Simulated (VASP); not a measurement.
# MgO (gw) (Fm-3m) in VASP: single point with PBEsol

Aim: the single point of MgO (gw) with PBEsol.

Program: VASP 6.6.1. These are calculated values, not measurements. Logs are shortened: lines on timing, memory, paths and dates and some standing lists are left out, and cuts for length are marked.

**1. The cell of the first run**

It takes space group Fm-3m (No. 225, cubic). The conventional cell has a = 4.215 Å, b = 4.215 Å, c = 4.215 Å, α = 90.00°, β = 90.00°, γ = 90.00°. Within 2.8 Å of Mg (site symmetry m-3m) lie 6 O at 2.11 Å. Within 2.8 Å of O (site symmetry m-3m) lie 6 Mg at 2.11 Å.

**2. Single point, PBEsol**

The input, INCAR:

```
  ALGO = Normal
  EDIFF = 1E-6
  ENCUT = 600
  GGA = PS
  GGA_COMPAT = F
  ISIF = 2
  ISMEAR = 0
  LASPH = T
  LCHARG = T
  LELF = T
  LREAL = F
  LVHAR = T
  LWAVE = F
  NBANDS = 11
  NELM = 120
  PREC = Accurate
  SIGMA = 0.01
```

The input, KPOINTS:

```
k-points
0
Gamma
  6 6 6
```

The input, POSCAR:

```
MgO
1.0
    0.0000000000      2.1073780811      2.1073780811
    2.1073780811      0.0000000000      2.1073780811
    2.1073780811      2.1073780811      0.0000000000
Mg O
1 1
Direct
    0.0000000000      0.0000000000      0.0000000000
    0.5000000000      0.5000000000      0.5000000000
```

Potentials or basis: VASP PAW PBE potentials, release 64 (Mg, O).

On the command line:

```sh
> cat potpaw_PBE.64/Mg/POTCAR potpaw_PBE.64/O/POTCAR > POTCAR
> mpirun -np 1 vasp_std > vasp.out
```

OUTCAR:

```text
EDIFF = 1E-6
   ENCUT = 600
   GGA = PS
   ISIF = 2
   ISMEAR = 0
   LASPH = T
   LREAL = F
   NELM = 120
   PREC = Accurate

 ion  position               nearest neighbor table
   1  0.000  0.000  0.000-   2 2.11   2 2.11   2 2.11   2 2.11   2 2.11   2 2.11
   2  0.500  0.500  0.500-   1 2.11   1 2.11   1 2.11   1 2.11   1 2.11   1 2.11

  LATTYP: Found a face centered cubic cell.
 ALAT       =     4.2147561622

  Lattice vectors:

 A1 = (   0.0000000000,   2.1073780811,   2.1073780811)
 A2 = (   2.1073780811,   0.0000000000,   2.1073780811)
 A3 = (   2.1073780811,   2.1073780811,   0.0000000000)

Analysis of symmetry for initial positions (statically):
=====================================================================
 Subroutine PRICEL returns:
 Original cell was already a primitive cell.

 Routine SETGRP: Setting up the symmetry group for a
 face centered cubic supercell.

 Subroutine GETGRP returns: Found 48 space group operations
 (whereof 48 operations were pure point group operations)
 out of a pool of 48 trial point group operations.

The static configuration has the point symmetry O_h .

Analysis of symmetry for dynamics (positions and initial velocities):
=====================================================================
 Subroutine PRICEL returns:
 Original cell was already a primitive cell.

 Routine SETGRP: Setting up the symmetry group for a
 face centered cubic supercell.

 Subroutine GETGRP returns: Found 48 space group operations
 (whereof 48 operations were pure point group operations)
 out of a pool of 48 trial point group operations.

The dynamic configuration has the point symmetry O_h .

 Subroutine INISYM returns: Found 48 space group operations
 (whereof 48 operations are pure point group operations),
 and found     1 'primitive' translations

----------------------------------------------------------------------------------------

                                     Primitive cell

  volume of cell :      18.7179

  direct lattice vectors                    reciprocal lattice vectors
     0.000000000  2.107378081  2.107378081    -0.237261650  0.237261650  0.237261650
     2.107378081  0.000000000  2.107378081     0.237261650 -0.237261650  0.237261650
     2.107378081  2.107378081  0.000000000     0.237261650  0.237261650 -0.237261650

  length of vectors
     2.980282663  2.980282663  2.980282663     0.410949232  0.410949232  0.410949232

  position of ions in fractional coordinates (direct lattice)
     0.000000000  0.000000000  0.000000000
     0.500000000  0.500000000  0.500000000

  ion indices of the primitive-cell ions
   primitive index   ion index
                 1           1
                 2           2

----------------------------------------------------------------------------------------

 KPOINTS: k-points

Automatic generation of k-mesh.
 Grid dimensions read from file:
 generate k-points for:    6    6    6

 Generating k-lattice:

  Cartesian coordinates                     Fractional coordinates (reciprocal lattice)
    -0.039543608  0.039543608  0.039543608     0.166666667  0.000000000  0.000000000
     0.039543608 -0.039543608  0.039543608     0.000000000  0.166666667  0.000000000
     0.039543608  0.039543608 -0.039543608     0.000000000  0.000000000  0.166666667

  Length of vectors
     0.068491539  0.068491539  0.068491539

  Shift w.r.t. Gamma in fractional coordinates (k-lattice)
     0.000000000  0.000000000  0.000000000

 Subroutine IBZKPT returns following result:
 ===========================================

 Found     16 irreducible k-points:

 Following reciprocal coordinates:
            Coordinates               Weight
  0.000000  0.000000  0.000000      1.000000
  0.166667  0.000000  0.000000      8.000000
  0.333333  0.000000  0.000000      8.000000
  0.500000  0.000000  0.000000      4.000000
  0.166667  0.166667  0.000000      6.000000
  0.333333  0.166667  0.000000     24.000000
[... 8 lines left out ...]
 -0.333333  0.333333  0.166667     24.000000
 -0.333333  0.500000  0.166667     12.000000
   k-points           NKPTS =     16   k-points in BZ     NKDIM =     16   number of bands    NBANDS=     11
   number of dos      NEDOS =    301   number of ions     NIONS =      2
   total plane-waves  NPLWV =  13824
   dimension x,y,z NGX =    24 NGY =   24 NGZ =   24
   dimension x,y,z NGXF=    48 NGYF=   48 NGZF=   48
   ions per type =               1   1
   NGX,Y,Z   is equivalent  to a cutoff of  13.39, 13.39, 13.39 a.u.
   NGXF,Y,Z  is equivalent  to a cutoff of  26.78, 26.78, 26.78 a.u.
 SYSTEM =  unknown system
   PREC   = accura    normal or accurate (medium, high low for compatibility)
   ISTART =      0    job   : 0-new  1-cont  2-samecut
   ICHARG =      2    charge: 1-file 2-atom 10-const
   ISPIN  =      1    spin polarized calculation?
   LNONCOLLINEAR =      F non collinear calculations
   LSORBIT =      F    spin-orbit coupling
   LASPH  =      T    aspherical Exc in radial PAW
   ENCUT  =  600.0 eV  44.10 Ry    6.64 a.u.   5.95  5.95  5.95*2*pi/ulx,y,z
   NELM   =    120;   NELMIN=  2; NELMDL= -5     # of ELM steps
   EDIFF  = 0.1E-05   stopping-criterion for ELM
   LREAL  =      F    real-space projection
   EDIFFG = 0.1E-04   stopping-criterion for IOM
   NSW    =      0    number of steps for IOM
   IBRION =     -1    ionic relax: 0-MD 1-quasi-New 2-CG
   NFREE  =      0    steps in history (QN), initial steepest desc. (CG)
   ISIF   =      2    stress and relaxation
   ISYM   =      2    0-nonsym 1-usesym 2-fastsym
   POTIM  = 0.5000    time-step for ionic-motion
   TEBEG  =    0.0;   TEEND  =   0.0 temperature during run
   PSTRESS=    0.0 pullay stress
   NELECT =       8.0000    total number of electrons
   NUPDOWN=      -1.0000    fix difference up-down
   EMIN   =  10.00;   EMAX   =-10.00  energy-range for DOS
   EFERMI =   0.00;   METHOD = LEGACY
   ISMEAR =     0;   SIGMA  =   0.01  broadening in eV -4-tet -1-fermi 0-gaus
   EFERMI_NEDOS =   21; number of points for ismear=-14 and -15
   IALGO  =     38    algorithm
   IMIX   =      4    mixing-type and parameters
     AMIX     =   0.40;   BMIX     =  1.00
     AMIX_MAG =   1.60;   BMIX_MAG =  1.00
  volume/ion in A,a.u.               =       9.36        63.16
  Fermi-wavevector in a.u.,A,eV,Ry     =   1.233159  2.330332 20.690119  1.520681
  Thomas-Fermi vector in A             =   2.367900
   LORBIT       =      0    0 simple, 1 ext, 2 COOP (PROOUT), +10 PAW based schemes
   GGA     = PS    functional components
   LHFCALC =     F    Hartree Fock is set to
   AEXX    =    0.0000 exact exchange contribution
   IVDW    =     0    specifies the selected vdW correction
   LEPSILON=     F    determine dielectric tensor
   LRPA    =     F    only Hartree local field effects (RPA)
 non-spin polarized calculation
 Gauss-broadening in eV      SIGMA  =   0.01
  energy-cutoff  :      600.00
  volume of cell :       18.72
 maximum number of plane-waves:       636
   NGX = 11   NGY = 11   NGZ = 11

 number of electron       8.0000005 magnetization

 Free energy of the ion-electron system (eV)
  ---------------------------------------------------
  ext. energy  EPLUGINS =         0.00000000
  ---------------------------------------------------
  free energy    TOTEN  =       -12.51496397 eV

  energy without entropy =      -12.51496397  energy(sigma->0) =      -12.51496397

 E-fermi :   3.1135     XC(G=0): -11.3005

 val. band max:        3.0519001331   @ k =   0.0000   0.0000   0.0000
 cond. band min:       7.6685383593   @ k =   0.0000   0.0000   0.0000
 fundamental gap:      4.6166382261
 Fermi energy:         3.1134822728

 k-point     1 :       0.0000    0.0000    0.0000
  band No.  band energies     occupation
      1     -14.1433      2.00000
      2       3.0519      2.00000
      3       3.0519      2.00000
      4       3.0519      2.00000
      5       7.6685      0.00000
      6      18.6747      0.00000
      7      18.6747      0.00000
      8      18.6747      0.00000
      9      22.5118      0.00000
     10      24.3935      0.00000
     11      24.3935      0.00000

 k-point     2 :       0.1667    0.0000    0.0000
  band No.  band energies     occupation
      1     -13.8561      2.00000
      2       1.5208      2.00000
      3       2.8753      2.00000
      4       2.8753      2.00000
      5       9.0971      0.00000
      6      16.3342      0.00000
      7      19.2500      0.00000
      8      19.2500      0.00000
      9      23.1081      0.00000
     10      23.1081      0.00000
     11      25.1482      0.00000

 k-point     3 :       0.3333    0.0000    0.0000
  band No.  band energies     occupation
      1     -13.2082      2.00000
      2      -0.6616      2.00000
      3       2.5458      2.00000
      4       2.5458      2.00000
      5      10.5801      0.00000
      6      15.2227      0.00000
      7      19.4712      0.00000
      8      19.4712      0.00000
      9      23.7820      0.00000
     10      23.7820      0.00000
     11      24.3311      0.00000

 k-point     4 :       0.5000    0.0000    0.0000
  band No.  band energies     occupation
      1     -12.8346      2.00000
      2      -1.6201      2.00000
      3       2.3909      2.00000
      4       2.3909      2.00000
      5      10.7855      0.00000
      6      15.5332      0.00000
      7      19.2106      0.00000
      8      19.2106      0.00000
      9      23.7892      0.00000
     10      25.3631      0.00000
     11      25.3631      0.00000

 k-point     5 :       0.1667    0.1667    0.0000
  band No.  band energies     occupation
      1     -13.7678      2.00000
      2       1.4421      2.00000
      3       2.6591      2.00000
      4       2.6591      2.00000
      5       9.5836      0.00000
      6      15.5668      0.00000
      7      19.5486      0.00000
      8      19.5486      0.00000
      9      20.5690      0.00000
     10      25.2441      0.00000
     11      27.4921      0.00000
[... 99 lines left out ...]
 k-point    13 :       0.5000    0.5000    0.0000
  band No.  band energies     occupation
      1     -12.5703      2.00000
      2      -1.0863      2.00000
      3       1.6881      2.00000
      4       1.6881      2.00000
      5      11.9724      0.00000
      6      12.9090      0.00000
      7      16.0034      0.00000
      8      21.8644      0.00000
      9      21.8644      0.00000
     10      28.2492      0.00000
     11      29.7789      0.00000

 k-point    14 :       0.5000    0.3333    0.1667
  band No.  band energies     occupation
      1     -12.8286      2.00000
      2      -0.5309      2.00000
      3       1.1737      2.00000
      4       2.0225      2.00000
      5      12.9340      0.00000
      6      13.9480      0.00000
      7      16.4773      0.00000
      8      20.0897      0.00000
      9      22.3423      0.00000
     10      25.7696      0.00000
     11      30.7378      0.00000

 k-point    15 :      -0.3333    0.3333    0.1667
  band No.  band energies     occupation
      1     -12.5998      2.00000
      2      -0.5816      2.00000
      3       0.5482      2.00000
      4       1.7700      2.00000
      5      13.4651      0.00000
      6      14.8499      0.00000
      7      15.6677      0.00000
      8      19.3974      0.00000
      9      23.6681      0.00000
     10      24.8834      0.00000
     11      30.6504      0.00000

 k-point    16 :      -0.3333    0.5000    0.1667
  band No.  band energies     occupation
      1     -12.5299      2.00000
      2      -0.5557      2.00000
      3       0.7783      2.00000
      4       1.3634      2.00000
      5      13.4254      0.00000
      6      14.3588      0.00000
      7      15.3769      0.00000
      8      19.4044      0.00000
      9      23.0669      0.00000
     10      27.5232      0.00000
     11      29.1304      0.00000

------------------------ aborting loop because EDIFF is reached ----------------------------------------

  FORCE on cell =-STRESS in cart. coord.  units (eV):
  Direction    XX          YY          ZZ          XY          YZ          ZX
  --------------------------------------------------------------------------------------
  -------------------------------------------------------------------------------------
  Total       -0.0930403     -0.0930403     -0.0930403      0.0000000      0.0000000      0.0000000
  in kB       -7.9638698     -7.9638698     -7.9638698      0.0000000      0.0000000      0.0000000
  external PRESSURE =      -7.9638698 kB  Pullay stress =       0.0000000 kB

 VOLUME and BASIS-vectors are now :
 -----------------------------------------------------------------------------
  energy-cutoff  :      600.00
  volume of cell :       18.72
      direct lattice vectors                 reciprocal lattice vectors
     0.000000000  2.107378081  2.107378081    -0.237261650  0.237261650  0.237261650
     2.107378081  0.000000000  2.107378081     0.237261650 -0.237261650  0.237261650
     2.107378081  2.107378081  0.000000000     0.237261650  0.237261650 -0.237261650

 POSITION                                       TOTAL-FORCE (eV/Angst)
 -----------------------------------------------------------------------------------
      0.00000      0.00000      0.00000         0.000000      0.000000      0.000000
      2.10738      2.10738      2.10738         0.000000      0.000000     -0.000000
 -----------------------------------------------------------------------------------
    total drift:                               -0.000000     -0.000000      0.000000

  FREE ENERGIE OF THE ION-ELECTRON SYSTEM (eV)
  ---------------------------------------------------
  free  energy   TOTEN  =       -12.5149639732 eV

  energy  without entropy=      -12.5149639732  energy(sigma->0) =      -12.51496397
```

Wall time 4.1 s (1 thread of Intel Xeon 6975P-C, shared host); peak memory 0.14 GiB.

Results:

| Quantity | Value |
| --- | --- |
| Free energy | -12.5150 eV |
| Pressure | -0.8 GPa |
| Band gap on the k mesh | 4.62 eV, direct |

Caveat: the k points lie up to 0.43 Å⁻¹ apart; the PAW data sets were made with another functional, which shifts forces and pressure a little.
